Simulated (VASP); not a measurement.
# Si16Ge (a cell with a defect) in VASP: notebook

Runs on Si16Ge (a cell with a defect). Level: PBEsol. Tasks: single point.

Program: VASP 6.6.1. These are calculated values, not measurements. Logs are shortened: lines on timing, memory, paths and dates and some standing lists are left out, and cuts for length are marked.

## (1) The cell of the first run

The cell holds a defect, 17 atoms: a = 7.679 Å, b = 7.679 Å, c = 7.679 Å, α = 60.00°, β = 60.00°, γ = 60.00°.

## (2) Single point, PBEsol

File INCAR:

```
SYSTEM = Si16Ge
  PREC = Accurate
  ENCUT = 520
  EDIFF = 1E-6
  ISMEAR = 0
  SIGMA = 0.02
  LREAL = Auto
  LASPH = .True.
  NELM = 80
  ALGO = Normal
  ISIF = 2
  LWAVE = .False.
  LCHARG = .True.
  GGA = PS
  LELF = .True.
  LVHAR = .True.
  NBANDS = 53
```

File KPOINTS:

```
Automatic mesh
0
Gamma
  2 2 2
  0 0 0
```

File POSCAR:

```
Si16Ge
1.0
    0.0000000000      5.4300000000      5.4300000000
    5.4300000000      0.0000000000      5.4300000000
    5.4300000000      5.4300000000      0.0000000000
Si Ge
16 1
Direct
    0.0103406998     -0.0044979742     -0.0040388582
    0.1265721915      0.1277309392      0.1281057090
   -0.0034502762      0.0041500921      0.5003758748
    0.1263329650      0.1292278085      0.6167305709
   -0.0034403315      0.4999976059      0.0045169429
    0.1263314917      0.6163009208      0.1296307551
   -0.0026986188      0.5002827808      0.5006627072
    0.1079186004      0.6312581952      0.6316309392
    0.5091833333      0.0044015654      0.0046914365
    0.6471555249      0.1171958564      0.1176116943
    0.5071258748      0.0086772560      0.4814813076
    0.6255997238      0.1370711786      0.6195358195
    0.5070844383      0.4810698895      0.0090496317
    0.6255875691      0.6191767035      0.1374280847
    0.4801515654      0.5068521179      0.5072440147
    0.6252686924      0.6200410681      0.6204169429
    0.3996202578      0.8662920810      0.8667112339
```

Potentials or basis: VASP PAW PBE potentials, release 64 (Si, Ge_d).

The run is started by

```sh
cat potpaw_PBE.64/Si/POTCAR potpaw_PBE.64/Ge_d/POTCAR > POTCAR
mpirun -np 1 vasp_std > vasp.out
```

OUTCAR:

```text
SYSTEM = Si16Ge
   PREC = Accurate
   ENCUT = 520
   EDIFF = 1E-6
   ISMEAR = 0
   LREAL = Auto
   LASPH = .True.
   NELM = 80
   ISIF = 2
   GGA = PS

 ion  position               nearest neighbor table
   1  0.010  0.996  0.996-  10 2.28   6 2.38   4 2.38   2 2.39  17 2.44
   2  0.127  0.128  0.128-   5 2.33   3 2.33   1 2.39   9 2.40  17 2.84
   3  0.997  0.004  0.500-  12 2.33   4 2.33   2 2.33   8 2.34
   4  0.126  0.129  0.617-   7 2.33   3 2.33   1 2.38  11 2.39  17 2.84
   5  0.997  0.500  0.005-  14 2.33   6 2.33   2 2.33   8 2.34
   6  0.126  0.616  0.130-   7 2.33   5 2.33   1 2.38  13 2.39  17 2.84
   7  0.997  0.500  0.501-   6 2.33   4 2.33  16 2.33   8 2.34
   8  0.108  0.631  0.632-  15 2.33   7 2.34   5 2.34   3 2.34
   9  0.509  0.004  0.005-  10 2.28   2 2.40  12 2.42  14 2.42  17 2.42
  10  0.647  0.117  0.118-   1 2.28   9 2.28  11 2.29  13 2.29
  11  0.507  0.009  0.481-  10 2.29   4 2.39  12 2.41  17 2.42  16 2.44
  12  0.626  0.137  0.620-  15 2.32   3 2.33  11 2.41   9 2.42  17 2.70
  13  0.507  0.481  0.009-  10 2.29   6 2.39  14 2.42  17 2.42  16 2.44
  14  0.626  0.619  0.137-  15 2.32   5 2.33  13 2.42   9 2.42  17 2.70
  15  0.480  0.507  0.507-  12 2.32  14 2.32  16 2.33   8 2.33
  16  0.625  0.620  0.620-   7 2.33  15 2.33  13 2.44  11 2.44  17 2.68
  17  0.400  0.866  0.867-  13 2.42  11 2.42   9 2.42   1 2.44  16 2.68  14 2.70  12 2.70   2 2.84
                             4 2.84   6 2.84

  LATTYP: Found a face centered cubic cell.
 ALAT       =    10.8600000000

  Lattice vectors:

 A1 = (   0.0000000000,   5.4300000000,   5.4300000000)
 A2 = (   5.4300000000,   0.0000000000,   5.4300000000)
 A3 = (   5.4300000000,   5.4300000000,   0.0000000000)

Analysis of symmetry for initial positions (statically):
=====================================================================
 Subroutine PRICEL returns:
 Original cell was already a primitive cell.

 Routine SETGRP: Setting up the symmetry group for a
 face centered cubic supercell.

 Subroutine GETGRP returns: Found  1 space group operations
 (whereof  1 operations were pure point group operations)
 out of a pool of 48 trial point group operations.

The static configuration has the point symmetry C_1 .

Analysis of symmetry for dynamics (positions and initial velocities):
=====================================================================
 Subroutine PRICEL returns:
 Original cell was already a primitive cell.

 Routine SETGRP: Setting up the symmetry group for a
 face centered cubic supercell.

 Subroutine GETGRP returns: Found  1 space group operations
 (whereof  1 operations were pure point group operations)
 out of a pool of 48 trial point group operations.

The dynamic configuration has the point symmetry C_1 .

 Subroutine INISYM returns: Found  1 space group operations
 (whereof  1 operations are pure point group operations),
 and found     1 'primitive' translations

----------------------------------------------------------------------------------------

                                     Primitive cell

  volume of cell :     320.2060

  direct lattice vectors                    reciprocal lattice vectors
     0.000000000  5.430000000  5.430000000    -0.092081031  0.092081031  0.092081031
     5.430000000  0.000000000  5.430000000     0.092081031 -0.092081031  0.092081031
     5.430000000  5.430000000  0.000000000     0.092081031  0.092081031 -0.092081031

  length of vectors
     7.679179644  7.679179644  7.679179644     0.159489025  0.159489025  0.159489025

  position of ions in fractional coordinates (direct lattice)
     0.010340700  0.995502026  0.995961142
     0.126572192  0.127730939  0.128105709
     0.996549724  0.004150092  0.500375875
     0.126332965  0.129227808  0.616730571
     0.996559668  0.499997606  0.004516943
     0.126331492  0.616300921  0.129630755
[... 9 lines left out ...]
     0.625268692  0.620041068  0.620416943
     0.399620258  0.866292081  0.866711234

  ion indices of the primitive-cell ions
   primitive index   ion index
                 1           1
                 2           2
                 3           3
                 4           4
                 5           5
                 6           6
[... 9 lines left out ...]
                16          16
                17          17

----------------------------------------------------------------------------------------

 KPOINTS: Automatic mesh

Automatic generation of k-mesh.
 Grid dimensions read from file:
 generate k-points for:    2    2    2

 Generating k-lattice:

  Cartesian coordinates                     Fractional coordinates (reciprocal lattice)
    -0.046040516  0.046040516  0.046040516     0.500000000  0.000000000  0.000000000
     0.046040516 -0.046040516  0.046040516     0.000000000  0.500000000  0.000000000
     0.046040516  0.046040516 -0.046040516     0.000000000  0.000000000  0.500000000

  Length of vectors
     0.079744512  0.079744512  0.079744512

  Shift w.r.t. Gamma in fractional coordinates (k-lattice)
     0.000000000  0.000000000  0.000000000

 Subroutine IBZKPT returns following result:
 ===========================================

 Found      8 irreducible k-points:

 Following reciprocal coordinates:
            Coordinates               Weight
  0.000000  0.000000  0.000000      1.000000
  0.500000  0.000000  0.000000      1.000000
  0.000000  0.500000  0.000000      1.000000
  0.000000  0.000000  0.500000      1.000000
  0.500000  0.500000  0.500000      1.000000
  0.500000  0.500000  0.000000      1.000000
  0.000000  0.500000  0.500000      1.000000
  0.500000  0.000000  0.500000      1.000000
   k-points           NKPTS =      8   k-points in BZ     NKDIM =      8   number of bands    NBANDS=     53
   number of dos      NEDOS =    301   number of ions     NIONS =     17
   total plane-waves  NPLWV = 216000
   dimension x,y,z NGX =    60 NGY =   60 NGZ =   60
   dimension x,y,z NGXF=   120 NGYF=  120 NGZF=  120
   ions per type =              16   1
   NGX,Y,Z   is equivalent  to a cutoff of  12.99, 12.99, 12.99 a.u.
   NGXF,Y,Z  is equivalent  to a cutoff of  25.98, 25.98, 25.98 a.u.
 SYSTEM =  Si16Ge
   PREC   = accura    normal or accurate (medium, high low for compatibility)
   ISTART =      0    job   : 0-new  1-cont  2-samecut
   ICHARG =      2    charge: 1-file 2-atom 10-const
   ISPIN  =      1    spin polarized calculation?
   LNONCOLLINEAR =      F non collinear calculations
   LSORBIT =      F    spin-orbit coupling
   LASPH  =      T    aspherical Exc in radial PAW
   ENCUT  =  520.0 eV  38.22 Ry    6.18 a.u.  14.28 14.28 14.28*2*pi/ulx,y,z
   NELM   =     80;   NELMIN=  2; NELMDL= -5     # of ELM steps
   EDIFF  = 0.1E-05   stopping-criterion for ELM
   LREAL  =      T    real-space projection
   EDIFFG = 0.1E-04   stopping-criterion for IOM
   NSW    =      0    number of steps for IOM
   IBRION =     -1    ionic relax: 0-MD 1-quasi-New 2-CG
   NFREE  =      0    steps in history (QN), initial steepest desc. (CG)
   ISIF   =      2    stress and relaxation
   ISYM   =      2    0-nonsym 1-usesym 2-fastsym
   POTIM  = 0.5000    time-step for ionic-motion
   TEBEG  =    0.0;   TEEND  =   0.0 temperature during run
   PSTRESS=    0.0 pullay stress
   NELECT =      78.0000    total number of electrons
   NUPDOWN=      -1.0000    fix difference up-down
   EMIN   =  10.00;   EMAX   =-10.00  energy-range for DOS
   EFERMI =   0.00;   METHOD = LEGACY
   ISMEAR =     0;   SIGMA  =   0.02  broadening in eV -4-tet -1-fermi 0-gaus
   EFERMI_NEDOS =   21; number of points for ismear=-14 and -15
   IALGO  =     38    algorithm
   IMIX   =      4    mixing-type and parameters
     AMIX     =   0.40;   BMIX     =  1.00
     AMIX_MAG =   1.60;   BMIX_MAG =  1.00
  volume/ion in A,a.u.               =      18.84       127.11
  Fermi-wavevector in a.u.,A,eV,Ry     =   1.022421  1.932096 14.222785  1.045345
  Thomas-Fermi vector in A             =   2.156100
   LORBIT       =      0    0 simple, 1 ext, 2 COOP (PROOUT), +10 PAW based schemes
   GGA     = PS    functional components
   LHFCALC =     F    Hartree Fock is set to
   AEXX    =    0.0000 exact exchange contribution
   IVDW    =     0    specifies the selected vdW correction
   LEPSILON=     F    determine dielectric tensor
   LRPA    =     F    only Hartree local field effects (RPA)
 non-spin polarized calculation
 Gauss-broadening in eV      SIGMA  =   0.02
  energy-cutoff  :      520.00
  volume of cell :      320.21
 maximum number of plane-waves:      8646
 NGX is ok and might be reduce to    60
   NGX = 29   NGY = 29   NGZ = 29

 number of electron      77.9999996 magnetization

 Free energy of the ion-electron system (eV)
  ---------------------------------------------------
  ext. energy  EPLUGINS =         0.00000000
  ---------------------------------------------------
  free energy    TOTEN  =       -92.75024451 eV

  energy without entropy =      -92.74961456  energy(sigma->0) =      -92.74992954

 E-fermi :   6.7952     XC(G=0):  -9.8861

 val. band max:        6.7707225941   @ k =   0.0000   0.0000   0.0000
 cond. band min:       6.8197048764   @ k =   0.0000   0.0000   0.0000
 fundamental gap:      0.0489822824
 Fermi energy:         6.7952126407

 k-point     1 :       0.0000    0.0000    0.0000
  band No.  band energies     occupation
      1     -18.2735      2.00000
      2     -18.2712      2.00000
      3     -18.2704      2.00000
      4     -18.2582      2.00000
      5     -18.2573      2.00000
      6      -6.6035      2.00000
[... 43 lines left out ...]
     50       8.0517      0.00000
     51       8.9157      0.00000

 k-point     2 :       0.5000    0.0000    0.0000
  band No.  band energies     occupation
      1     -18.2735      2.00000
      2     -18.2712      2.00000
      3     -18.2704      2.00000
      4     -18.2582      2.00000
      5     -18.2573      2.00000
      6      -6.2831      2.00000
[... 43 lines left out ...]
     50       9.7535      0.00000
     51       9.9392      0.00000

 k-point     3 :       0.0000    0.5000    0.0000
  band No.  band energies     occupation
      1     -18.2735      2.00000
      2     -18.2712      2.00000
      3     -18.2704      2.00000
      4     -18.2582      2.00000
      5     -18.2573      2.00000
      6      -6.2719      2.00000
[... 43 lines left out ...]
     50       9.7590      0.00000
     51       9.8051      0.00000

 k-point     4 :       0.0000    0.0000    0.5000
  band No.  band energies     occupation
      1     -18.2735      2.00000
      2     -18.2712      2.00000
      3     -18.2704      2.00000
      4     -18.2582      2.00000
      5     -18.2573      2.00000
      6      -6.2719      2.00000
[... 43 lines left out ...]
     50       9.7589      0.00000
     51       9.8052      0.00000

 k-point     5 :       0.5000    0.5000    0.5000
  band No.  band energies     occupation
      1     -18.2735      2.00000
      2     -18.2712      2.00000
      3     -18.2704      2.00000
      4     -18.2582      2.00000
      5     -18.2573      2.00000
      6      -6.2732      2.00000
[... 43 lines left out ...]
     50       9.7489      0.00000
     51       9.8129      0.00000

 k-point     6 :       0.5000    0.5000    0.0000
  band No.  band energies     occupation
      1     -18.2735      2.00000
      2     -18.2712      2.00000
      3     -18.2704      2.00000
      4     -18.2582      2.00000
      5     -18.2573      2.00000
      6      -6.1691      2.00000
[... 43 lines left out ...]
     50      10.1985      0.00000
     51      10.2563      0.00000

 k-point     7 :       0.0000    0.5000    0.5000
  band No.  band energies     occupation
      1     -18.2735      2.00000
      2     -18.2712      2.00000
      3     -18.2704      2.00000
      4     -18.2582      2.00000
      5     -18.2573      2.00000
      6      -6.1739      2.00000
[... 43 lines left out ...]
     50      10.2108      0.00000
     51      10.2557      0.00000

 k-point     8 :       0.5000    0.0000    0.5000
  band No.  band energies     occupation
      1     -18.2735      2.00000
      2     -18.2712      2.00000
      3     -18.2704      2.00000
      4     -18.2582      2.00000
      5     -18.2573      2.00000
      6      -6.1692      2.00000
[... 43 lines left out ...]
     50      10.1986      0.00000
     51      10.2563      0.00000
 [bands above 51 left out]

------------------------ aborting loop because EDIFF is reached ----------------------------------------

  FORCE on cell =-STRESS in cart. coord.  units (eV):
  Direction    XX          YY          ZZ          XY          YZ          ZX
  --------------------------------------------------------------------------------------
  -------------------------------------------------------------------------------------
  Total        8.6995755      9.5002613      9.5146931      0.0010546      0.1001273      0.0032441
  in kB       43.5290468     47.5353449     47.6075554      0.0052767      0.5009954      0.0162320
  external PRESSURE =      46.2239824 kB  Pullay stress =       0.0000000 kB

 VOLUME and BASIS-vectors are now :
 -----------------------------------------------------------------------------
  energy-cutoff  :      520.00
  volume of cell :      320.21
      direct lattice vectors                 reciprocal lattice vectors
     0.000000000  5.430000000  5.430000000    -0.092081031  0.092081031  0.092081031
     5.430000000  0.000000000  5.430000000     0.092081031 -0.092081031  0.092081031
     5.430000000  5.430000000  0.000000000     0.092081031  0.092081031 -0.092081031

 POSITION                                       TOTAL-FORCE (eV/Angst)
 -----------------------------------------------------------------------------------
     10.81365      5.46422      5.46173         0.043092     -0.052316     -0.051691
      1.38919      1.38290      1.38087        -0.010134     -0.006674     -0.006255
      2.73958      8.12831      5.43380        -0.021379      0.021439      0.001992
      4.05055      4.03483      1.38770         0.007796      0.002558     -0.003602
      2.73951      5.43585      8.12631        -0.021051      0.002366      0.021593
      4.05041      1.38988      4.03249         0.007551     -0.003664      0.001715
[... 9 lines left out ...]
      6.73569      6.76407      6.76203         0.015171      0.023427      0.022649
      9.41021      6.87618      6.87390         0.053797     -0.059693     -0.059867
 -----------------------------------------------------------------------------------
    total drift:                                0.002712     -0.000775     -0.001429

  FREE ENERGIE OF THE ION-ELECTRON SYSTEM (eV)
  ---------------------------------------------------
  free  energy   TOTEN  =       -92.7502445113 eV

  energy  without entropy=      -92.7496145608  energy(sigma->0) =      -92.74992954
```

It took 2.8 min on 1 thread of Intel Xeon 6975P-C (Granite Rapids), shared host; peak memory 0.48 GiB.

Results:

- Free energy: -92.7502 eV
- Pressure: 4.6 GPa
- Largest force: 0.100 eV/Å
- Band gap on the k mesh: zero (band 39 reaches 6.87 eV, above the bottom of band 40 at 6.57 eV)

Forces in eV/Å, atoms in the order of the input:
```
Si   0.043 -0.052 -0.052
Si  -0.010 -0.007 -0.006
Si  -0.021  0.021  0.002
Si   0.008  0.003 -0.004
Si  -0.021  0.002  0.022
Si   0.008 -0.004  0.002
Si  -0.001  0.021  0.021
Si  -0.040  0.039  0.040
Si  -0.031 -0.011 -0.011
Si   0.047 -0.045 -0.045
Si   0.015  0.026 -0.013
Si  -0.022  0.021 -0.006
Si   0.015 -0.012  0.026
Si  -0.022 -0.006  0.021
Si  -0.036  0.040  0.041
Si   0.015  0.023  0.023
Ge   0.054 -0.060 -0.060
```

Caveat: the k points lie up to 0.50 Å⁻¹ apart; the PAW data sets were made with another functional, which shifts forces and pressure a little.

(Continued in part 2 of 2.)
